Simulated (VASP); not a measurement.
# Ag2Pb in VASP: notebook

Aim: see how the results for Ag2Pb move with the level of theory and the settings. Levels: PBE, LDA, PBE+U. Tasks: single point.

All numbers are computed with VASP 6.6.1; they aren't measurements. Logs are shortened: lines on timing, memory, paths and dates and some standing lists are left out, and cuts for length are marked.

### 1 The cell of the first run

The typed cell holds 3 atoms: a = 4.647 Å, b = 4.647 Å, c = 4.071 Å, α = 90.00°, β = 90.00°, γ = 120.00°.

### 2 Single point, PBE

INCAR

```
PREC = Accurate ; ENCUT = 520
EDIFF = 1E-6 ; ISMEAR = -1
SIGMA = 0.1 ; LREAL = False
LASPH = True ; NELM = 80
ALGO = Normal ; ISIF = 2
LWAVE = False ; LCHARG = False
GGA = PE ; NBANDS = 25
```

KPOINTS

```
regular mesh
0
Gamma
  5 5 5
```

POSCAR

```
Ag2Pb
1.0
    4.6473590000      0.0000000000      0.0000000000
   -2.3236800000      4.0247350000      0.0000000000
    0.0000000000      0.0000000000      4.0709840000
Ag Pb
2 1
Direct
    0.3333000000      0.6667000000      0.5000000000
    0.6666000000      0.3333000000      0.5000000000
    0.0000000000      0.0000000000      0.0000000000
```

Potentials or basis: VASP PAW PBE potentials, release 64 (Ag, Pb_d).

Launch:

```console
$ cat potpaw_PBE.64/Ag/POTCAR potpaw_PBE.64/Pb_d/POTCAR > POTCAR
$ mpirun -np 1 vasp_std > vasp.out
```

OUTCAR:

```text
PREC = Accurate
   ENCUT = 520
   EDIFF = 1E-6
   ISMEAR = -1
   LREAL = False
   LASPH = True
   NELM = 80
   ISIF = 2
   GGA = PE

 ion  position               nearest neighbor table
   1  0.333  0.667  0.500-   2 2.68   2 2.68   2 2.68   3 3.37   3 3.37   3 3.37   3 3.37   3 3.37
                             3 3.37
   2  0.667  0.333  0.500-   1 2.68   1 2.68   1 2.68   3 3.37   3 3.37   3 3.37   3 3.37   3 3.37
                             3 3.37
   3  0.000  0.000  0.000-   2 3.37   2 3.37   1 3.37   1 3.37   1 3.37   1 3.37   2 3.37   2 3.37
                             2 3.37   2 3.37   1 3.37   1 3.37

  LATTYP: Found a hexagonal cell.
 ALAT       =     4.6473590000
 C/A-ratio  =     0.8759779479

  Lattice vectors:

 A1 = (   4.6473590000,   0.0000000000,   0.0000000000)
 A2 = (  -2.3236800000,   4.0247350000,   0.0000000000)
 A3 = (   0.0000000000,   0.0000000000,   4.0709840000)

Analysis of symmetry for initial positions (statically):
=====================================================================
 Subroutine PRICEL returns:
 Original cell was already a primitive cell.

 Routine SETGRP: Setting up the symmetry group for a
 hexagonal supercell.

 Subroutine GETGRP returns: Found  4 space group operations
 (whereof  4 operations were pure point group operations)
 out of a pool of 24 trial point group operations.

The static configuration has the point symmetry C_2v.

Analysis of symmetry for dynamics (positions and initial velocities):
=====================================================================
 Subroutine PRICEL returns:
 Original cell was already a primitive cell.

 Routine SETGRP: Setting up the symmetry group for a
 hexagonal supercell.

 Subroutine GETGRP returns: Found  4 space group operations
 (whereof  4 operations were pure point group operations)
 out of a pool of 24 trial point group operations.

The dynamic configuration has the point symmetry C_2v.

 Subroutine INISYM returns: Found  4 space group operations
 (whereof  4 operations are pure point group operations),
 and found     1 'primitive' translations

----------------------------------------------------------------------------------------

                                     Primitive cell

  volume of cell :      76.1453

  direct lattice vectors                    reciprocal lattice vectors
     4.647359000  0.000000000  0.000000000     0.215175974  0.124231808  0.000000000
    -2.323680000  4.024735000  0.000000000     0.000000000  0.248463563  0.000000000
     0.000000000  0.000000000  4.070984000     0.000000000  0.000000000  0.245640857

  length of vectors
     4.647359000  4.647362754  4.070984000     0.248463764  0.248463563  0.245640857

  position of ions in fractional coordinates (direct lattice)
     0.333300000  0.666700000  0.500000000
     0.666600000  0.333300000  0.500000000
     0.000000000  0.000000000  0.000000000

  ion indices of the primitive-cell ions
   primitive index   ion index
                 1           1
                 2           2
                 3           3

----------------------------------------------------------------------------------------

 KPOINTS: regular mesh

Automatic generation of k-mesh.
 Grid dimensions read from file:
 generate k-points for:    5    5    5

 Generating k-lattice:

  Cartesian coordinates                     Fractional coordinates (reciprocal lattice)
     0.043035195  0.024846362  0.000000000     0.200000000  0.000000000  0.000000000
     0.000000000  0.049692713  0.000000000     0.000000000  0.200000000  0.000000000
     0.000000000  0.000000000  0.049128171     0.000000000  0.000000000  0.200000000

  Length of vectors
     0.049692753  0.049692713  0.049128171

  Shift w.r.t. Gamma in fractional coordinates (k-lattice)
     0.000000000  0.000000000  0.000000000

 Subroutine IBZKPT returns following result:
 ===========================================

 Found     27 irreducible k-points:

 Following reciprocal coordinates:
            Coordinates               Weight
  0.000000  0.000000  0.000000      1.000000
  0.200000  0.000000  0.000000      4.000000
  0.000000  0.200000  0.000000      2.000000
  0.400000  0.000000  0.000000      4.000000
  0.000000  0.400000  0.000000      2.000000
  0.200000  0.200000  0.000000      4.000000
[... 16 lines left out ...]
  0.000000  0.400000  0.400000      4.000000
  0.200000  0.200000  0.400000      8.000000
 [... further k-points ...]
   k-points           NKPTS =     27   k-points in BZ     NKDIM =     27   number of bands    NBANDS=     25
   number of dos      NEDOS =    301   number of ions     NIONS =      3
   total plane-waves  NPLWV =  38880
   dimension x,y,z NGX =    36 NGY =   36 NGZ =   30
   dimension x,y,z NGXF=    72 NGYF=   72 NGZF=   60
   ions per type =               2   1
   NGX,Y,Z   is equivalent  to a cutoff of  12.88, 12.88, 12.25 a.u.
   NGXF,Y,Z  is equivalent  to a cutoff of  25.76, 25.76, 24.50 a.u.
 SYSTEM =  unknown system
   PREC   = accura    normal or accurate (medium, high low for compatibility)
   ISTART =      0    job   : 0-new  1-cont  2-samecut
   ICHARG =      2    charge: 1-file 2-atom 10-const
   ISPIN  =      1    spin polarized calculation?
   LNONCOLLINEAR =      F non collinear calculations
   LSORBIT =      F    spin-orbit coupling
   LASPH  =      T    aspherical Exc in radial PAW
   ENCUT  =  520.0 eV  38.22 Ry    6.18 a.u.   8.64  8.64  7.57*2*pi/ulx,y,z
   NELM   =     80;   NELMIN=  2; NELMDL= -5     # of ELM steps
   EDIFF  = 0.1E-05   stopping-criterion for ELM
   LREAL  =      F    real-space projection
   EDIFFG = 0.1E-04   stopping-criterion for IOM
   NSW    =      0    number of steps for IOM
   IBRION =     -1    ionic relax: 0-MD 1-quasi-New 2-CG
   NFREE  =      0    steps in history (QN), initial steepest desc. (CG)
   ISIF   =      2    stress and relaxation
   ISYM   =      2    0-nonsym 1-usesym 2-fastsym
   POTIM  = 0.5000    time-step for ionic-motion
   TEBEG  =    0.0;   TEEND  =   0.0 temperature during run
   PSTRESS=    0.0 pullay stress
   NELECT =      36.0000    total number of electrons
   NUPDOWN=      -1.0000    fix difference up-down
   EMIN   =  10.00;   EMAX   =-10.00  energy-range for DOS
   EFERMI =   0.00;   METHOD = LEGACY
   ISMEAR =    -1;   SIGMA  =   0.10  broadening in eV -4-tet -1-fermi 0-gaus
   EFERMI_NEDOS =   21; number of points for ismear=-14 and -15
   IALGO  =     38    algorithm
   IMIX   =      4    mixing-type and parameters
     AMIX     =   0.40;   BMIX     =  1.00
     AMIX_MAG =   1.60;   BMIX_MAG =  1.00
  volume/ion in A,a.u.               =      25.38       171.28
  Fermi-wavevector in a.u.,A,eV,Ry     =   1.275346  2.410055 22.129977  1.626507
  Thomas-Fermi vector in A             =   2.408063
   LORBIT       =      0    0 simple, 1 ext, 2 COOP (PROOUT), +10 PAW based schemes
   GGA     = PE    functional components
   LHFCALC =     F    Hartree Fock is set to
   AEXX    =    0.0000 exact exchange contribution
   IVDW    =     0    specifies the selected vdW correction
   LEPSILON=     F    determine dielectric tensor
   LRPA    =     F    only Hartree local field effects (RPA)
 non-spin polarized calculation
  energy-cutoff  :      520.00
  volume of cell :       76.15
 maximum number of plane-waves:      2079
   NGX = 17   NGY = 17   NGZ = 15

 number of electron      35.9999999 magnetization

 Free energy of the ion-electron system (eV)
  ---------------------------------------------------
  ext. energy  EPLUGINS =         0.00000000
  ---------------------------------------------------
  free energy    TOTEN  =        -8.27691812 eV

  energy without entropy =       -8.20529165  energy(sigma->0) =       -8.24110488

 E-fermi :   6.0829     XC(G=0): -10.3340

 val. band max:        6.0416107162   @ k =   0.0000   0.2000   0.2000
 cond. band min:       6.1750913539   @ k =   0.2000   0.0000   0.4000
 fundamental gap:      0.1334806377
 Fermi energy:         6.0829038208

 k-point     1 :       0.0000    0.0000    0.0000
  band No.  band energies     occupation
      1     -10.8405      2.00000
      2     -10.8150      2.00000
      3     -10.8150      2.00000
      4     -10.8020      2.00000
      5     -10.8019      2.00000
      6      -3.4926      2.00000
[... 17 lines left out ...]
     24      12.2348      0.00000
     25      15.6050      0.00000

 k-point     2 :       0.2000    0.0000    0.0000
  band No.  band energies     occupation
      1     -10.8376      2.00000
      2     -10.8159      2.00000
      3     -10.8092      2.00000
      4     -10.8038      2.00000
      5     -10.8030      2.00000
      6      -3.2288      2.00000
[... 17 lines left out ...]
     24      14.0635      0.00000
     25      14.2318      0.00000

 k-point     3 :       0.0000    0.2000    0.0000
  band No.  band energies     occupation
      1     -10.8376      2.00000
      2     -10.8159      2.00000
      3     -10.8092      2.00000
      4     -10.8038      2.00000
      5     -10.8030      2.00000
      6      -3.2288      2.00000
[... 17 lines left out ...]
     24      14.0632      0.00000
     25      14.2318      0.00000

 k-point     4 :       0.4000    0.0000    0.0000
  band No.  band energies     occupation
      1     -10.8348      2.00000
      2     -10.8156      2.00000
      3     -10.8067      2.00000
      4     -10.8047      2.00000
      5     -10.7997      2.00000
      6      -2.7017      2.00000
[... 17 lines left out ...]
     24      13.6825      0.00000
     25      15.2196      0.00000

 k-point     5 :       0.0000    0.4000    0.0000
  band No.  band energies     occupation
      1     -10.8348      2.00000
      2     -10.8156      2.00000
      3     -10.8067      2.00000
      4     -10.8047      2.00000
      5     -10.7997      2.00000
      6      -2.7018      2.00000
[... 17 lines left out ...]
     24      13.6827      0.00000
     25      15.2586      0.00000

 k-point     6 :       0.2000    0.2000    0.0000
  band No.  band energies     occupation
      1     -10.8338      2.00000
      2     -10.8153      2.00000
      3     -10.8059      2.00000
      4     -10.8046      2.00000
      5     -10.8034      2.00000
      6      -2.8260      2.00000
[... 17 lines left out ...]
     24      13.3185      0.00000
     25      14.7114      0.00000
[... 393 lines left out ...]
 k-point    21 :       0.0000    0.2000    0.4000
  band No.  band energies     occupation
      1     -10.8259      2.00000
      2     -10.8226      2.00000
      3     -10.8150      2.00000
      4     -10.8090      2.00000
      5     -10.7782      2.00000
      6      -2.3157      2.00000
[... 17 lines left out ...]
     24      12.2097      0.00000
     25      14.8704      0.00000

 k-point    22 :       0.4000    0.0000    0.4000
  band No.  band energies     occupation
      1     -10.8313      2.00000
      2     -10.8230      2.00000
      3     -10.8150      2.00000
      4     -10.7986      2.00000
      5     -10.7720      2.00000
      6      -2.0869      2.00000
[... 17 lines left out ...]
     24      15.2424      0.00000
     25      16.8921      0.00000

 k-point    23 :       0.0000    0.4000    0.4000
  band No.  band energies     occupation
      1     -10.8313      2.00000
      2     -10.8230      2.00000
      3     -10.8150      2.00000
      4     -10.7986      2.00000
      5     -10.7720      2.00000
      6      -2.0869      2.00000
[... 17 lines left out ...]
     24      15.2424      0.00000
     25      16.8918      0.00000

 k-point    24 :       0.2000    0.2000    0.4000
  band No.  band energies     occupation
      1     -10.8293      2.00000
      2     -10.8239      2.00000
      3     -10.8121      2.00000
      4     -10.8033      2.00000
      5     -10.7735      2.00000
      6      -2.1356      2.00000
[... 17 lines left out ...]
     24      13.7993      0.00000
     25      14.9943      0.00000

 [... further k-points ...]
[... 5 lines left out ...]
  --------------------------------------------------------------------------------------
  -------------------------------------------------------------------------------------
  Total        0.1750613      0.1790118     -2.2380762     -0.0000000      0.0000000      0.0000000
  in kB        3.6834752      3.7665976    -47.0915011     -0.0000005      0.0000000      0.0000000
  external PRESSURE =     -13.2138094 kB  Pullay stress =       0.0000000 kB

 VOLUME and BASIS-vectors are now :
 -----------------------------------------------------------------------------
  energy-cutoff  :      520.00
  volume of cell :       76.15
      direct lattice vectors                 reciprocal lattice vectors
     4.647359000  0.000000000  0.000000000     0.215175974  0.124231808  0.000000000
    -2.323680000  4.024735000  0.000000000     0.000000000  0.248463563  0.000000000
     0.000000000  0.000000000  4.070984000     0.000000000  0.000000000  0.245640857

 POSITION                                       TOTAL-FORCE (eV/Angst)
 -----------------------------------------------------------------------------------
     -0.00023      2.68329      2.03549         0.000096     -0.001532      0.000000
      2.32345      1.34144      2.03549         0.000096      0.001532      0.000000
      0.00000      0.00000      0.00000        -0.000193      0.000000      0.000000
 -----------------------------------------------------------------------------------
    total drift:                               -0.000004     -0.000000     -0.000000

  FREE ENERGIE OF THE ION-ELECTRON SYSTEM (eV)
  ---------------------------------------------------
  free  energy   TOTEN  =        -8.2769181214 eV

  energy  without entropy=       -8.2052916462  energy(sigma->0) =       -8.24110488
```

Run time: 19 s. Hardware: 1 thread of Intel Xeon 6975P-C (Granite Rapids), shared host; peak memory 0.21 GiB.

Results:

```yaml
Free_energy: -8.2769 eV
Pressure: -1.3 GPa
Band_gap_on_the_k_mesh: zero (band 18 reaches 8.65 eV, above the bottom of band 19 at 5.85 eV)
```

Stress tensor (GPa, compression positive):
```
 0.37  0.00  0.00
 0.00  0.38  0.00
 0.00  0.00 -4.71
```

Caveat: spin-orbit coupling is left out, which moves the levels of the heavy elements.

### 3 Single point, PBE

INCAR

```
SYSTEM = Ag2Pb
PREC = Accurate
ENCUT = 520
EDIFF = 1E-7
ISMEAR = -1
SIGMA = 0.1
LREAL = .False.
LASPH = .True.
NELM = 100
ALGO = Normal
ISIF = 2
LWAVE = .False.
LCHARG = .False.
GGA = PE
NBANDS = 25
```

KPOINTS

```
regular mesh
0
Gamma
  5 5 5
  0 0 0
```

POSCAR is that of step 2.

Potentials or basis: VASP PAW PBE potentials, release 64 (Ag, Pb_d).

Launch:

```console
$ cat potpaw_PBE.64/Ag/POTCAR potpaw_PBE.64/Pb_d/POTCAR > POTCAR
$ mpirun -np 1 vasp_std > vasp.out
```

Wall time 22 s (1 thread of Intel Xeon 6975P-C (Granite Rapids), shared host); peak memory 0.21 GiB.

The run converged. Its results:

```
Free energy            : -8.2769 eV
Pressure               : -1.3 GPa
Band gap on the k mesh : zero (band 18 reaches 8.65 eV, above the bottom of band 19 at 5.85 eV)
```

Stress tensor (GPa, compression positive):
```
 0.38  0.00  0.00
 0.00  0.39  0.00
 0.00  0.00 -4.70
```

Levels at points of the mesh, in eV from the Fermi level:
```csv
k point,band 14,band 15,band 16,band 17,band 18,band 19,band 20,band 21,band 22,band 23
"(0.00, 0.00, 0.00)",-3.83,-3.72,-3.71,-0.89,0.98,1.89,1.89,4.04,4.04,5.49
```

Caveat: spin-orbit coupling is left out, which moves the levels of the heavy elements.

### 4 Single point, LDA

INCAR

```
SYSTEM = Ag2Pb
PREC = Accurate
ENCUT = 520
EDIFF = 1E-6
ISMEAR = -1
SIGMA = 0.1
LREAL = .False.
LASPH = .True.
NELM = 60
ALGO = Normal
ISIF = 2
LWAVE = .False.
LCHARG = .True.
GGA = CA
LELF = .True.
LVHAR = .True.
NBANDS = 25
```

KPOINTS

```
Automatic mesh
0
Gamma
  5 5 5
  0 0 0
```

POSCAR is that of step 3.

Potentials or basis: VASP PAW LDA potentials, release 64 (Ag, Pb_d).

Launch:

```console
$ cat potpaw_LDA.64/Ag/POTCAR potpaw_LDA.64/Pb_d/POTCAR > POTCAR
$ mpirun -np 1 vasp_std > vasp.out
```

Wall time 18 s (1 thread of Intel Xeon 6975P-C (Granite Rapids), shared host); peak memory 0.18 GiB.

Results (log left out):

```
Free energy            : -10.6397 eV
Pressure               : -7.3 GPa
Band gap on the k mesh : zero (band 18 reaches 8.32 eV, above the bottom of band 19 at 5.53 eV)
```

Stress tensor (GPa, compression positive):
```
-6.37  0.00  0.00
 0.00 -6.36  0.00
 0.00  0.00 -9.06
```

Levels at points of the mesh, in eV from the Fermi level:
| k point | band 15 | band 16 | band 17 | band 18 | band 19 | band 20 | band 21 | band 22 |
| --- | --- | --- | --- | --- | --- | --- | --- | --- |
| (0.00, 0.00, 0.00) | -3.65 | -3.65 | -0.94 | 0.95 | 1.90 | 1.90 | 4.04 | 4.04 |

Caveat: spin-orbit coupling is left out, which moves the levels of the heavy elements.

### 5 Single point, PBE+U

INCAR

```
SYSTEM = Ag2Pb
ALGO     = Normal         ! electronic algorithm
EDIFF    = 1E-7           ! SCF threshold, eV
ENCUT    = 520            ! plane-wave cutoff, eV
GGA      = PE             ! functional
ISIF     = 2              ! what is computed and relaxed
ISMEAR   = -1             ! smearing method
LASPH    = .True.         ! aspherical terms in the spheres
LCHARG   = .True.         ! write CHGCAR
LDAU     = .True.         ! DFT+U
LDAUJ    = 0 0          
LDAUL    = 2 -1           ! shell
LDAUPRINT= 1            
LDAUTYPE = 2            
LDAUU    = 2 0            ! U, eV
LELF     = .True.         ! ELF
LMAXMIX  = 4              ! l up to which the mixer works
LREAL    = .False.        ! projectors in reciprocal space
LVHAR    = .True.       
LWAVE    = .False.        ! write WAVECAR
NBANDS   = 25             ! bands
NELM     = 150            ! most SCF steps
PREC     = Accurate       ! precision mode
SIGMA    = 0.1            ! smearing width, eV
```

KPOINTS

```
k-points
0
Gamma
  5 5 5
  0 0 0
```

POSCAR is that of step 4.

Potentials or basis: VASP PAW PBE potentials, release 64 (Ag, Pb_d).

Launch:

```console
$ cat potpaw_PBE.64/Ag/POTCAR potpaw_PBE.64/Pb_d/POTCAR > POTCAR
$ mpirun -np 1 vasp_std > vasp.out
```

Run time: 24 s. Hardware: 1 thread of Intel Xeon 6975P-C (Granite Rapids), shared host; peak memory 0.2 GiB.

Results (log left out):

```
Free energy            : -6.9042 eV
Pressure               : -1.4 GPa
Band gap on the k mesh : zero (band 18 reaches 8.55 eV, above the bottom of band 19 at 5.79 eV)
```

Stress tensor (GPa, compression positive):
```
 0.21  0.00  0.00
 0.00  0.22  0.00
 0.00  0.00 -4.53
```

Levels at points of the mesh, in eV from the Fermi level:
```tsv
k point	band 14	band 15	band 16	band 17	band 18	band 19	band 20	band 21	band 22	band 23
(0.00, 0.00, 0.00)	-4.35	-4.26	-4.26	-0.80	1.03	1.84	1.84	4.11	4.11	5.53
```

Eigenvalues of the final occupation matrices:
| site | spin | trace | eigenvalues |
| --- | --- | --- | --- |
| site 1 d | 1 | 4.65 | 0.93 0.93 0.93 0.93 0.93 |
| site 1 d | 2 | 4.65 | 0.93 0.93 0.93 0.93 0.93 |
| site 2 d | 1 | 4.65 | 0.93 0.93 0.93 0.93 0.93 |
| site 2 d | 2 | 4.65 | 0.93 0.93 0.93 0.93 0.93 |

Caveat: spin-orbit coupling is left out, which moves the levels of the heavy elements; U without spin polarisation on a metal has little footing; the U is typed as a test and isn't derived for this compound.

### 6 The runs side by side

| level | potentials or basis | U | gap on the mesh (eV) | pressure (GPa) |
| --- | --- | --- | --- | --- |
| PBE | VASP PAW PBE potentials, release 64 (Ag, Pb_d) | - | none | -1.3 |
| LDA | VASP PAW LDA potentials, release 64 (Ag, Pb_d) | - | none | -7.3 |
| PBE+U | VASP PAW PBE potentials, release 64 (Ag, Pb_d) | Ag d U = 2.0 eV | none | -1.4 |

Alike in all rows: task single point; no spin polarisation; cell as given; k mesh 5 × 5 × 5; cutoff (eV) 520; smearing fermi-dirac 0.1 eV.

Caveats: spin-orbit coupling is left out, which moves the levels of the heavy elements; U without spin polarisation on a metal has little footing (some runs); the U is typed as a test and isn't derived for this compound (some runs).

Total energies depend on the potentials used, so only differences within one code and one set of settings carry meaning.
